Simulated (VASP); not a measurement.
# Ti (Fm-3m) in VASP: further runs

Runs on Ti. Level: RPBE. Tasks: single point.

Everything below comes from runs of VASP 6.6.1. Logs are shortened: lines on timing, memory, paths and dates and some standing lists are left out, and cuts for length are marked.

## (1) The cell of the first run

Symmetry: Fm-3m, No. 225, cubic system. Conventional cell: a = 4.157 Å, b = 4.157 Å, c = 4.157 Å, α = 90.00°, β = 90.00°, γ = 90.00°. Ti (site symmetry m-3m) has 12 Ti at 2.94 Å within 3.9 Å.

## (2) Single point, RPBE

File INCAR:

```
  PREC = Accurate
  ENCUT = 520
  EDIFF = 1E-6
  ISMEAR = -1
  SIGMA = 0.1
  LREAL = False
  LASPH = True
  NELM = 80
  ALGO = Normal
  ISIF = 2
  LWAVE = False
  LCHARG = False
  GGA = RP
  NBANDS = 12
```

File KPOINTS:

```
Automatic mesh
0
Gamma
  15 15 15
```

File POSCAR:

```
Ti
1.0
    0.0000000000      2.0786501971      2.0786501971
    2.0786501971      0.0000000000      2.0786501971
    2.0786501971      2.0786501971      0.0000000000
Ti
1
Direct
    0.0000000000      0.0000000000      0.0000000000
```

Potentials or basis: VASP PAW PBE potentials, release 64 (Ti_sv).

Command:

```bash
$ cat potpaw_PBE.64/Ti_sv/POTCAR > POTCAR
$ mpirun -np 1 vasp_std > vasp.out
```

OUTCAR:

```text
PREC = Accurate
   ENCUT = 520
   EDIFF = 1E-6
   ISMEAR = -1
   LREAL = False
   LASPH = True
   NELM = 80
   ISIF = 2
   GGA = RP

 ion  position               nearest neighbor table
   1  0.000  0.000  0.000-

  LATTYP: Found a face centered cubic cell.
 ALAT       =     4.1573003942

  Lattice vectors:

 A1 = (   0.0000000000,   2.0786501971,   2.0786501971)
 A2 = (   2.0786501971,   0.0000000000,   2.0786501971)
 A3 = (   2.0786501971,   2.0786501971,   0.0000000000)

Analysis of symmetry for initial positions (statically):
=====================================================================
 Subroutine PRICEL returns:
 Original cell was already a primitive cell.

 Routine SETGRP: Setting up the symmetry group for a
 face centered cubic supercell.

 Subroutine GETGRP returns: Found 48 space group operations
 (whereof 48 operations were pure point group operations)
 out of a pool of 48 trial point group operations.

The static configuration has the point symmetry O_h .

Analysis of symmetry for dynamics (positions and initial velocities):
=====================================================================
 Subroutine PRICEL returns:
 Original cell was already a primitive cell.

 Routine SETGRP: Setting up the symmetry group for a
 face centered cubic supercell.

 Subroutine GETGRP returns: Found 48 space group operations
 (whereof 48 operations were pure point group operations)
 out of a pool of 48 trial point group operations.

The dynamic configuration has the point symmetry O_h .

 Subroutine INISYM returns: Found 48 space group operations
 (whereof 48 operations are pure point group operations),
 and found     1 'primitive' translations

----------------------------------------------------------------------------------------

                                     Primitive cell

  volume of cell :      17.9628

  direct lattice vectors                    reciprocal lattice vectors
     0.000000000  2.078650197  2.078650197    -0.240540713  0.240540713  0.240540713
     2.078650197  0.000000000  2.078650197     0.240540713 -0.240540713  0.240540713
     2.078650197  2.078650197  0.000000000     0.240540713  0.240540713 -0.240540713

  length of vectors
     2.939655300  2.939655300  2.939655300     0.416628736  0.416628736  0.416628736

  position of ions in fractional coordinates (direct lattice)
     0.000000000  0.000000000  0.000000000

  ion indices of the primitive-cell ions
   primitive index   ion index
                 1           1

----------------------------------------------------------------------------------------

 KPOINTS: Automatic mesh

Automatic generation of k-mesh.
 Grid dimensions read from file:
 generate k-points for:   15   15   15

 Generating k-lattice:

  Cartesian coordinates                     Fractional coordinates (reciprocal lattice)
    -0.016036048  0.016036048  0.016036048     0.066666667  0.000000000  0.000000000
     0.016036048 -0.016036048  0.016036048     0.000000000  0.066666667  0.000000000
     0.016036048  0.016036048 -0.016036048     0.000000000  0.000000000  0.066666667

  Length of vectors
     0.027775249  0.027775249  0.027775249

  Shift w.r.t. Gamma in fractional coordinates (k-lattice)
     0.000000000  0.000000000  0.000000000

 Subroutine IBZKPT returns following result:
 ===========================================

 Found    120 irreducible k-points:

 Following reciprocal coordinates:
            Coordinates               Weight
  0.000000  0.000000  0.000000      1.000000
  0.066667  0.000000  0.000000      8.000000
  0.133333  0.000000  0.000000      8.000000
  0.200000  0.000000  0.000000      8.000000
  0.266667  0.000000  0.000000      8.000000
  0.333333  0.000000  0.000000      8.000000
[... 16 lines left out ...]
  0.133333  0.133333  0.000000      6.000000
  0.200000  0.133333  0.000000     24.000000
 [... further k-points ...]
   k-points           NKPTS =    120   k-points in BZ     NKDIM =    120   number of bands    NBANDS=     12
   number of dos      NEDOS =    301   number of ions     NIONS =      1
   total plane-waves  NPLWV =  13824
   dimension x,y,z NGX =    24 NGY =   24 NGZ =   24
   dimension x,y,z NGXF=    48 NGYF=   48 NGZF=   48
   ions per type =               1
   NGX,Y,Z   is equivalent  to a cutoff of  13.57, 13.57, 13.57 a.u.
   NGXF,Y,Z  is equivalent  to a cutoff of  27.15, 27.15, 27.15 a.u.
 SYSTEM =  unknown system
   PREC   = accura    normal or accurate (medium, high low for compatibility)
   ISTART =      0    job   : 0-new  1-cont  2-samecut
   ICHARG =      2    charge: 1-file 2-atom 10-const
   ISPIN  =      1    spin polarized calculation?
   LNONCOLLINEAR =      F non collinear calculations
   LSORBIT =      F    spin-orbit coupling
   LASPH  =      T    aspherical Exc in radial PAW
   ENCUT  =  520.0 eV  38.22 Ry    6.18 a.u.   5.47  5.47  5.47*2*pi/ulx,y,z
   NELM   =     80;   NELMIN=  2; NELMDL= -5     # of ELM steps
   EDIFF  = 0.1E-05   stopping-criterion for ELM
   LREAL  =      F    real-space projection
   EDIFFG = 0.1E-04   stopping-criterion for IOM
   NSW    =      0    number of steps for IOM
   IBRION =     -1    ionic relax: 0-MD 1-quasi-New 2-CG
   NFREE  =      0    steps in history (QN), initial steepest desc. (CG)
   ISIF   =      2    stress and relaxation
   ISYM   =      2    0-nonsym 1-usesym 2-fastsym
   POTIM  = 0.5000    time-step for ionic-motion
   TEBEG  =    0.0;   TEEND  =   0.0 temperature during run
   PSTRESS=    0.0 pullay stress
   NELECT =      12.0000    total number of electrons
   NUPDOWN=      -1.0000    fix difference up-down
   EMIN   =  10.00;   EMAX   =-10.00  energy-range for DOS
   EFERMI =   0.00;   METHOD = LEGACY
   ISMEAR =    -1;   SIGMA  =   0.10  broadening in eV -4-tet -1-fermi 0-gaus
   EFERMI_NEDOS =   21; number of points for ismear=-14 and -15
   IALGO  =     38    algorithm
   IMIX   =      4    mixing-type and parameters
     AMIX     =   0.40;   BMIX     =  1.00
     AMIX_MAG =   1.60;   BMIX_MAG =  1.00
  volume/ion in A,a.u.               =      17.96       121.22
  Fermi-wavevector in a.u.,A,eV,Ry     =   1.431124  2.704432 27.866296  2.048115
  Thomas-Fermi vector in A             =   2.550894
   LORBIT       =      0    0 simple, 1 ext, 2 COOP (PROOUT), +10 PAW based schemes
   GGA     = RP    functional components
   LHFCALC =     F    Hartree Fock is set to
   AEXX    =    0.0000 exact exchange contribution
   IVDW    =     0    specifies the selected vdW correction
   LEPSILON=     F    determine dielectric tensor
   LRPA    =     F    only Hartree local field effects (RPA)
 non-spin polarized calculation
  energy-cutoff  :      520.00
  volume of cell :       17.96
 maximum number of plane-waves:       531
 NGX is ok and might be reduce to    24
   NGX = 11   NGY = 11   NGZ = 11

 number of electron      11.9999997 magnetization

 Free energy of the ion-electron system (eV)
  ---------------------------------------------------
  ext. energy  EPLUGINS =         0.00000000
  ---------------------------------------------------
  free energy    TOTEN  =        -7.40885991 eV

  energy without entropy =       -7.35061211  energy(sigma->0) =       -7.37973601

 E-fermi :   7.9824     XC(G=0): -11.2333

 val. band max:        7.9589542840   @ k =   0.3333   0.0000   0.0000
 cond. band min:       7.9927869449   @ k =  -0.4000   0.3333   0.1333
 fundamental gap:      0.0338326609
 Fermi energy:         7.9823856538

 k-point     1 :       0.0000    0.0000    0.0000
  band No.  band energies     occupation
      1     -48.9264      2.00000
      2     -24.7549      2.00000
      3     -24.7549      2.00000
      4     -24.7549      2.00000
      5       1.9481      2.00000
      6       8.8463      0.00035
      7       8.8463      0.00035
      8       8.8463      0.00035
      9      10.4128      0.00000
     10      10.4128      0.00000
     11      22.9928      0.00000
     12      27.3460      0.00000

 k-point     2 :       0.0667    0.0000    0.0000
  band No.  band energies     occupation
      1     -48.9219      2.00000
      2     -24.7813      2.00000
      3     -24.7582      2.00000
      4     -24.7582      2.00000
      5       2.0875      2.00000
      6       8.7614      0.00083
      7       8.8956      0.00022
      8       8.8956      0.00022
      9      10.3813      0.00000
     10      10.3814      0.00000
     11      23.0910      0.00000
     12      26.2300      0.00000

 k-point     3 :       0.1333    0.0000    0.0000
  band No.  band energies     occupation
      1     -48.9092      2.00000
      2     -24.8556      2.00000
      3     -24.7676      2.00000
      4     -24.7676      2.00000
      5       2.4926      2.00000
      6       8.5382      0.00768
      7       9.0145      0.00007
      8       9.0145      0.00007
      9      10.3224      0.00000
     10      10.3224      0.00000
     11      23.1025      0.00000
     12      24.5532      0.00000
[... 286 lines left out ...]
 k-point    23 :       0.1333    0.1333    0.0000
  band No.  band energies     occupation
      1     -48.9035      2.00000
      2     -24.8529      2.00000
      3     -24.7897      2.00000
      4     -24.7897      2.00000
      5       2.6697      2.00000
      6       8.3437      0.05250
      7       9.1660      0.00001
      8       9.1660      0.00001
      9       9.9265      0.00000
     10      10.5686      0.00000
     11      23.5092      0.00000
     12      25.1348      0.00000

 k-point    24 :       0.2000    0.1333    0.0000
  band No.  band energies     occupation
      1     -48.8895      2.00000
      2     -24.9232      2.00000
      3     -24.8074      2.00000
      4     -24.8026      2.00000
      5       3.1319      2.00000
      6       8.0973      0.48112
      7       9.2652      0.00001
      8       9.3246      0.00000
      9       9.7988      0.00000
     10      10.6488      0.00000
     11      23.2693      0.00000
     12      24.0727      0.00000

 [... further k-points ...]
[... 5 lines left out ...]
  --------------------------------------------------------------------------------------
  -------------------------------------------------------------------------------------
  Total       -0.0278363     -0.0278363     -0.0278363     -0.0000000      0.0000000      0.0000000
  in kB       -2.4828387     -2.4828387     -2.4828387     -0.0000000      0.0000000      0.0000000
  external PRESSURE =      -2.4828387 kB  Pullay stress =       0.0000000 kB

 VOLUME and BASIS-vectors are now :
 -----------------------------------------------------------------------------
  energy-cutoff  :      520.00
  volume of cell :       17.96
      direct lattice vectors                 reciprocal lattice vectors
     0.000000000  2.078650197  2.078650197    -0.240540713  0.240540713  0.240540713
     2.078650197  0.000000000  2.078650197     0.240540713 -0.240540713  0.240540713
     2.078650197  2.078650197  0.000000000     0.240540713  0.240540713 -0.240540713

 POSITION                                       TOTAL-FORCE (eV/Angst)
 -----------------------------------------------------------------------------------
      0.00000      0.00000      0.00000         0.000000      0.000000      0.000000
 -----------------------------------------------------------------------------------
    total drift:                               -0.000000      0.000000      0.000000

  FREE ENERGIE OF THE ION-ELECTRON SYSTEM (eV)
  ---------------------------------------------------
  free  energy   TOTEN  =        -7.4088599067 eV

  energy  without entropy=       -7.3506121072  energy(sigma->0) =       -7.37973601
```

It took 7.8 s on 1 thread of Intel Xeon 6975P-C (Granite Rapids), shared host; peak memory 0.15 GiB.

Results:

| Item | Value |
| --- | --- |
| Free energy | -7.4089 eV |
| Pressure | -0.2 GPa |
| Band gap on the k mesh | zero (band 6 reaches 8.85 eV, above the bottom of band 7 at 7.72 eV) |

Levels at points of the mesh, in eV from the Fermi level:
```
           k point  band 2  band 3  band 4  band 5  band 6  band 7  band 8  band 9  band 10  band 11
(0.00, 0.00, 0.00)  -32.74  -32.74  -32.74   -6.03    0.86    0.86    0.86    2.43     2.43    15.01
```

Caveat: the PAW data sets were made with another functional, which shifts forces and pressure a little.

(Part 1 of 2 ends here.)
